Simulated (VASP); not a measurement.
# ZrGe2Pd3 (P4/mmm) in VASP: single point with PBE

Aim: the single point of ZrGe2Pd3 with PBE.

Everything below comes from runs of VASP 6.6.1. Logs are shortened: lines on timing, memory, paths and dates and some standing lists are left out, and cuts for length are marked.

### 1 The cell of the first run

It takes space group P4/mmm (No. 123, tetragonal). Conventional cell: a = 3.116 Å, b = 3.116 Å, c = 10.328 Å, α = 90.00°, β = 90.00°, γ = 90.00°. Zr (site symmetry 4/mmm) has 8 Pd at 2.93 Å and 4 Zr at 3.12 Å and 2 Ge at 3.51 Å within 3.9 Å. Within 3.6 Å of Ge (site symmetry 4mm) lie 8 Pd at 2.71 to 2.76 Å and 5 Ge at 3.12 to 3.31 Å and 1 Zr at 3.51 Å. Pd (site symmetry 4/mmm) has 8 Ge at 2.76 Å and 6 Pd at 3.12 to 3.23 Å within 3.6 Å. Within 3.6 Å of Pd (site symmetry 4mm) lie 4 Ge at 2.71 Å and 4 Zr at 2.93 Å and 5 Pd at 3.12 to 3.23 Å.

### 2 Single point, PBE

Input file INCAR:

```
SYSTEM = ZrGe2Pd3
ALGO = Normal ; EDIFF = 1E-7
ENCUT = 520 ; GGA = PE
ISIF = 2 ; ISMEAR = 0
LASPH = .TRUE. ; LCHARG = .TRUE.
LELF = .TRUE. ; LREAL = .FALSE.
LVHAR = .TRUE. ; LWAVE = .FALSE.
NBANDS = 44 ; NELM = 100
PREC = Accurate ; SIGMA = 0.2
```

Input file KPOINTS:

```
k-points
0
G
  5 5 2
  0 0 0
```

Input file POSCAR:

```
ZrGe2Pd3
1.0
    3.1160237508      0.0000000000      0.0000000000
    0.0000000000      3.1160237508      0.0000000000
    0.0000000000      0.0000000000     10.3279659418
Zr Ge Pd
1 2 3
Direct
    0.0000000000      0.0000000000      0.0000000000
    0.0000000000      0.0000000000      0.3395137802
    0.0000000000      0.0000000000      0.6604862198
    0.5000000000      0.5000000000      0.5000000000
    0.5000000000      0.5000000000      0.8125763179
    0.5000000000      0.5000000000      0.1874236821
```

Potentials or basis: VASP PAW PBE potentials, release 64 (Zr_sv, Ge_d, Pd).

On the command line:

```console
$ cat potpaw_PBE.64/Zr_sv/POTCAR potpaw_PBE.64/Ge_d/POTCAR potpaw_PBE.64/Pd/POTCAR > POTCAR
$ mpirun -np 1 vasp_std > vasp.out
```

OUTCAR:

```text
SYSTEM = ZrGe2Pd3
   EDIFF = 1E-7
   ENCUT = 520
   GGA = PE
   ISIF = 2
   ISMEAR = 0
   LASPH = .TRUE.
   LREAL = .FALSE.
   NELM = 100
   PREC = Accurate

 ion  position               nearest neighbor table
   1  0.000  0.000  0.000-   5 2.93   6 2.93   5 2.93   6 2.93   5 2.93   6 2.93   5 2.93   6 2.93

   2  0.000  0.000  0.340-   6 2.71   6 2.71   6 2.71   6 2.71   4 2.76   4 2.76   4 2.76   4 2.76

   3  0.000  0.000  0.660-   5 2.71   5 2.71   5 2.71   5 2.71   4 2.76   4 2.76   4 2.76   4 2.76

   4  0.500  0.500  0.500-   2 2.76   3 2.76   2 2.76   3 2.76   2 2.76   3 2.76   2 2.76   3 2.76
                             5 3.23   6 3.23
   5  0.500  0.500  0.813-   3 2.71   3 2.71   3 2.71   3 2.71   1 2.93   1 2.93   1 2.93   1 2.93
                             4 3.23
   6  0.500  0.500  0.187-   2 2.71   2 2.71   2 2.71   2 2.71   1 2.93   1 2.93   1 2.93   1 2.93
                             4 3.23

  LATTYP: Found a simple tetragonal cell.
 ALAT       =     3.1160237508
 C/A-ratio  =     3.3144695830

  Lattice vectors:

 A1 = (   3.1160237508,   0.0000000000,   0.0000000000)
 A2 = (   0.0000000000,   3.1160237508,   0.0000000000)
 A3 = (   0.0000000000,   0.0000000000,  10.3279659418)

Analysis of symmetry for initial positions (statically):
=====================================================================
 Subroutine PRICEL returns:
 Original cell was already a primitive cell.

 Routine SETGRP: Setting up the symmetry group for a
 simple tetragonal supercell.

 Subroutine GETGRP returns: Found 16 space group operations
 (whereof 16 operations were pure point group operations)
 out of a pool of 16 trial point group operations.

The static configuration has the point symmetry D_4h.

Analysis of symmetry for dynamics (positions and initial velocities):
=====================================================================
 Subroutine PRICEL returns:
 Original cell was already a primitive cell.

 Routine SETGRP: Setting up the symmetry group for a
 simple tetragonal supercell.

 Subroutine GETGRP returns: Found 16 space group operations
 (whereof 16 operations were pure point group operations)
 out of a pool of 16 trial point group operations.

The dynamic configuration has the point symmetry D_4h.

 Subroutine INISYM returns: Found 16 space group operations
 (whereof 16 operations are pure point group operations),
 and found     1 'primitive' translations

----------------------------------------------------------------------------------------

                                     Primitive cell

  volume of cell :     100.2805

  direct lattice vectors                    reciprocal lattice vectors
     3.116023751  0.000000000  0.000000000     0.320921816  0.000000000  0.000000000
     0.000000000  3.116023751  0.000000000     0.000000000  0.320921816  0.000000000
     0.000000000  0.000000000 10.327965942     0.000000000  0.000000000  0.096824487

  length of vectors
     3.116023751  3.116023751 10.327965942     0.320921816  0.320921816  0.096824487

  position of ions in fractional coordinates (direct lattice)
     0.000000000  0.000000000  0.000000000
     0.000000000  0.000000000  0.339513780
     0.000000000  0.000000000  0.660486220
     0.500000000  0.500000000  0.500000000
     0.500000000  0.500000000  0.812576318
     0.500000000  0.500000000  0.187423682

  ion indices of the primitive-cell ions
   primitive index   ion index
                 1           1
                 2           2
                 3           3
                 4           4
                 5           5
                 6           6

----------------------------------------------------------------------------------------

 KPOINTS: k-points

Automatic generation of k-mesh.
 Grid dimensions read from file:
 generate k-points for:    5    5    2

 Generating k-lattice:

  Cartesian coordinates                     Fractional coordinates (reciprocal lattice)
     0.064184363  0.000000000  0.000000000     0.200000000  0.000000000  0.000000000
     0.000000000  0.064184363  0.000000000     0.000000000  0.200000000  0.000000000
     0.000000000  0.000000000  0.048412243     0.000000000  0.000000000  0.500000000

  Length of vectors
     0.064184363  0.064184363  0.048412243

  Shift w.r.t. Gamma in fractional coordinates (k-lattice)
     0.000000000  0.000000000  0.000000000

 Subroutine IBZKPT returns following result:
 ===========================================

 Found     12 irreducible k-points:

 Following reciprocal coordinates:
            Coordinates               Weight
  0.000000  0.000000  0.000000      1.000000
  0.200000  0.000000  0.000000      4.000000
  0.400000  0.000000  0.000000      4.000000
  0.200000  0.200000  0.000000      4.000000
  0.400000  0.200000  0.000000      8.000000
  0.400000  0.400000  0.000000      4.000000
  0.000000  0.000000  0.500000      1.000000
  0.200000  0.000000  0.500000      4.000000
  0.400000  0.000000  0.500000      4.000000
  0.200000  0.200000  0.500000      4.000000
  0.400000  0.200000  0.500000      8.000000
  0.400000  0.400000  0.500000      4.000000
   k-points           NKPTS =     12   k-points in BZ     NKDIM =     12   number of bands    NBANDS=     44
   number of dos      NEDOS =    301   number of ions     NIONS =      6
   total plane-waves  NPLWV =  46080
   dimension x,y,z NGX =    24 NGY =   24 NGZ =   80
   dimension x,y,z NGXF=    48 NGYF=   48 NGZF=  160
   ions per type =               1   2   3
   NGX,Y,Z   is equivalent  to a cutoff of  12.80, 12.80, 12.88 a.u.
   NGXF,Y,Z  is equivalent  to a cutoff of  25.61, 25.61, 25.75 a.u.
 SYSTEM =  ZrGe2Pd3
   PREC   = accura    normal or accurate (medium, high low for compatibility)
   ISTART =      0    job   : 0-new  1-cont  2-samecut
   ICHARG =      2    charge: 1-file 2-atom 10-const
   ISPIN  =      1    spin polarized calculation?
   LNONCOLLINEAR =      F non collinear calculations
   LSORBIT =      F    spin-orbit coupling
   LASPH  =      T    aspherical Exc in radial PAW
   ENCUT  =  520.0 eV  38.22 Ry    6.18 a.u.   5.79  5.79 19.20*2*pi/ulx,y,z
   NELM   =    100;   NELMIN=  2; NELMDL= -5     # of ELM steps
   EDIFF  = 0.1E-06   stopping-criterion for ELM
   LREAL  =      F    real-space projection
   EDIFFG = 0.1E-05   stopping-criterion for IOM
   NSW    =      0    number of steps for IOM
   IBRION =     -1    ionic relax: 0-MD 1-quasi-New 2-CG
   NFREE  =      0    steps in history (QN), initial steepest desc. (CG)
   ISIF   =      2    stress and relaxation
   ISYM   =      2    0-nonsym 1-usesym 2-fastsym
   POTIM  = 0.5000    time-step for ionic-motion
   TEBEG  =    0.0;   TEEND  =   0.0 temperature during run
   PSTRESS=    0.0 pullay stress
   NELECT =      70.0000    total number of electrons
   NUPDOWN=      -1.0000    fix difference up-down
   EMIN   =  10.00;   EMAX   =-10.00  energy-range for DOS
   EFERMI =   0.00;   METHOD = LEGACY
   ISMEAR =     0;   SIGMA  =   0.20  broadening in eV -4-tet -1-fermi 0-gaus
   EFERMI_NEDOS =   21; number of points for ismear=-14 and -15
   IALGO  =     38    algorithm
   IMIX   =      4    mixing-type and parameters
     AMIX     =   0.40;   BMIX     =  1.00
     AMIX_MAG =   1.60;   BMIX_MAG =  1.00
  volume/ion in A,a.u.               =      16.71       112.79
  Fermi-wavevector in a.u.,A,eV,Ry     =   1.452230  2.744317 28.694306  2.108972
  Thomas-Fermi vector in A             =   2.569636
   LORBIT       =      0    0 simple, 1 ext, 2 COOP (PROOUT), +10 PAW based schemes
   GGA     = PE    functional components
   LHFCALC =     F    Hartree Fock is set to
   AEXX    =    0.0000 exact exchange contribution
   IVDW    =     0    specifies the selected vdW correction
   LEPSILON=     F    determine dielectric tensor
   LRPA    =     F    only Hartree local field effects (RPA)
 non-spin polarized calculation
 Gauss-broadening in eV      SIGMA  =   0.20
  energy-cutoff  :      520.00
  volume of cell :      100.28
 maximum number of plane-waves:      2716
 NGX is ok and might be reduce to    24
   NGX = 11   NGY = 11   NGZ = 39

 number of electron      70.0000050 magnetization

 Free energy of the ion-electron system (eV)
  ---------------------------------------------------
  ext. energy  EPLUGINS =         0.00000000
  ---------------------------------------------------
  free energy    TOTEN  =       -35.84077824 eV

  energy without entropy =      -35.76454384  energy(sigma->0) =      -35.80266104

 E-fermi :   9.4089     XC(G=0): -12.3195

 val. band max:        9.3750491080   @ k =   0.2000   0.0000   0.5000
 cond. band min:       9.4595347497   @ k =   0.4000   0.0000   0.5000
 fundamental gap:      0.0844856417
 Fermi energy:         9.4089415089

 k-point     1 :       0.0000    0.0000    0.0000
  band No.  band energies     occupation
      1     -39.6113      2.00000
      2     -17.7004      2.00000
      3     -17.2879      2.00000
      4     -17.2879      2.00000
      5     -15.3806      2.00000
      6     -15.3792      2.00000
[... 36 lines left out ...]
     43      15.1921      0.00000
     44      15.1921      0.00000

 k-point     2 :       0.2000    0.0000    0.0000
  band No.  band energies     occupation
      1     -39.5890      2.00000
      2     -17.6726      2.00000
      3     -17.5236      2.00000
      4     -17.2673      2.00000
      5     -15.3671      2.00000
      6     -15.3650      2.00000
[... 36 lines left out ...]
     43      14.8386      0.00000
     44      15.1615      0.00000

 k-point     3 :       0.4000    0.0000    0.0000
  band No.  band energies     occupation
      1     -39.5526      2.00000
      2     -17.8873      2.00000
      3     -17.6273      2.00000
      4     -17.2336      2.00000
      5     -15.3571      2.00000
      6     -15.3515      2.00000
[... 36 lines left out ...]
     43      15.4274      0.00000
     44      15.5795      0.00000

 k-point     4 :       0.2000    0.2000    0.0000
  band No.  band energies     occupation
      1     -39.5669      2.00000
      2     -17.6460      2.00000
      3     -17.5069      2.00000
      4     -17.4914      2.00000
      5     -15.3471      2.00000
      6     -15.3462      2.00000
[... 36 lines left out ...]
     43      13.3270      0.00000
     44      16.1384      0.00000

 k-point     5 :       0.4000    0.2000    0.0000
  band No.  band energies     occupation
      1     -39.5309      2.00000
      2     -17.8576      2.00000
      3     -17.6024      2.00000
      4     -17.4593      2.00000
      5     -15.3462      2.00000
      6     -15.3455      2.00000
[... 36 lines left out ...]
     43      13.4481      0.00000
     44      14.0792      0.00000

 k-point     6 :       0.4000    0.4000    0.0000
  band No.  band energies     occupation
      1     -39.4956      2.00000
      2     -17.8116      2.00000
      3     -17.8061      2.00000
      4     -17.5619      2.00000
      5     -15.3603      2.00000
      6     -15.3580      2.00000
[... 36 lines left out ...]
     43      13.5430      0.00000
     44      14.2847      0.00000

 k-point     7 :       0.0000    0.0000    0.5000
  band No.  band energies     occupation
      1     -39.6112      2.00000
      2     -17.7004      2.00000
      3     -17.2879      2.00000
      4     -17.2879      2.00000
      5     -15.3806      2.00000
      6     -15.3792      2.00000
[... 36 lines left out ...]
     43      14.4845      0.00000
     44      14.4845      0.00000

 k-point     8 :       0.2000    0.0000    0.5000
  band No.  band energies     occupation
      1     -39.5890      2.00000
      2     -17.6726      2.00000
      3     -17.5236      2.00000
      4     -17.2673      2.00000
      5     -15.3670      2.00000
      6     -15.3650      2.00000
[... 36 lines left out ...]
     43      14.0724      0.00000
     44      15.0918      0.00000

 k-point     9 :       0.4000    0.0000    0.5000
  band No.  band energies     occupation
      1     -39.5526      2.00000
      2     -17.8873      2.00000
      3     -17.6273      2.00000
      4     -17.2336      2.00000
      5     -15.3570      2.00000
      6     -15.3516      2.00000
[... 36 lines left out ...]
     43      14.9684      0.00000
     44      15.4678      0.00000

 k-point    10 :       0.2000    0.2000    0.5000
  band No.  band energies     occupation
      1     -39.5669      2.00000
      2     -17.6460      2.00000
      3     -17.5069      2.00000
      4     -17.4914      2.00000
      5     -15.3471      2.00000
      6     -15.3462      2.00000
[... 36 lines left out ...]
     43      13.4013      0.00000
     44      14.8508      0.00000

 k-point    11 :       0.4000    0.2000    0.5000
  band No.  band energies     occupation
      1     -39.5309      2.00000
      2     -17.8576      2.00000
      3     -17.6024      2.00000
      4     -17.4593      2.00000
      5     -15.3462      2.00000
      6     -15.3454      2.00000
[... 36 lines left out ...]
     43      14.1187      0.00000
     44      14.4700      0.00000

 k-point    12 :       0.4000    0.4000    0.5000
  band No.  band energies     occupation
      1     -39.4956      2.00000
      2     -17.8116      2.00000
      3     -17.8061      2.00000
      4     -17.5619      2.00000
      5     -15.3603      2.00000
      6     -15.3580      2.00000
[... 36 lines left out ...]
     43      13.5264      0.00000
     44      14.4526      0.00000

------------------------ aborting loop because EDIFF is reached ----------------------------------------

  FORCE on cell =-STRESS in cart. coord.  units (eV):
  Direction    XX          YY          ZZ          XY          YZ          ZX
  --------------------------------------------------------------------------------------
  -------------------------------------------------------------------------------------
  Total        0.1199927      0.1199927      0.0106652      0.0000000      0.0000000      0.0000000
  in kB        1.9171193      1.9171193      0.1703982      0.0000000      0.0000000      0.0000000
  external PRESSURE =       1.3348789 kB  Pullay stress =       0.0000000 kB

 VOLUME and BASIS-vectors are now :
 -----------------------------------------------------------------------------
  energy-cutoff  :      520.00
  volume of cell :      100.28
      direct lattice vectors                 reciprocal lattice vectors
     3.116023751  0.000000000  0.000000000     0.320921816  0.000000000  0.000000000
     0.000000000  3.116023751  0.000000000     0.000000000  0.320921816  0.000000000
     0.000000000  0.000000000 10.327965942     0.000000000  0.000000000  0.096824487

 POSITION                                       TOTAL-FORCE (eV/Angst)
 -----------------------------------------------------------------------------------
      0.00000      0.00000      0.00000        -0.000000     -0.000000      0.000000
      0.00000      0.00000      3.50649        -0.000000     -0.000000     -0.004547
      0.00000      0.00000      6.82148        -0.000000     -0.000000      0.004547
      1.55801      1.55801      5.16398        -0.000000     -0.000000      0.000000
      1.55801      1.55801      8.39226         0.000000     -0.000000     -0.028707
      1.55801      1.55801      1.93571         0.000000      0.000000      0.028707
 -----------------------------------------------------------------------------------
    total drift:                                0.000000     -0.000000     -0.000000

  FREE ENERGIE OF THE ION-ELECTRON SYSTEM (eV)
  ---------------------------------------------------
  free  energy   TOTEN  =       -35.8407782399 eV

  energy  without entropy=      -35.7645438419  energy(sigma->0) =      -35.80266104
```

Run time: 26 s. Hardware: 1 thread of Intel Xeon 6975P-C (Granite Rapids), shared host; peak memory 0.22 GiB.

What came out:

| Property | Result |
| --- | --- |
| Free energy | -35.8408 eV |
| Pressure | 0.1 GPa |
| Largest force | 0.029 eV/Å |
| Band gap on the k mesh | zero (band 35 reaches 10.02 eV, above the bottom of band 36 at 9.20 eV) |

Forces on the atoms (eV/Å):
```
Zr   0.000  0.000  0.000
Ge   0.000  0.000 -0.005
Ge   0.000  0.000  0.005
Pd   0.000  0.000  0.000
Pd   0.000  0.000 -0.029
Pd   0.000  0.000  0.029
```

Caveat: the k points lie up to 0.40 Å⁻¹ apart.
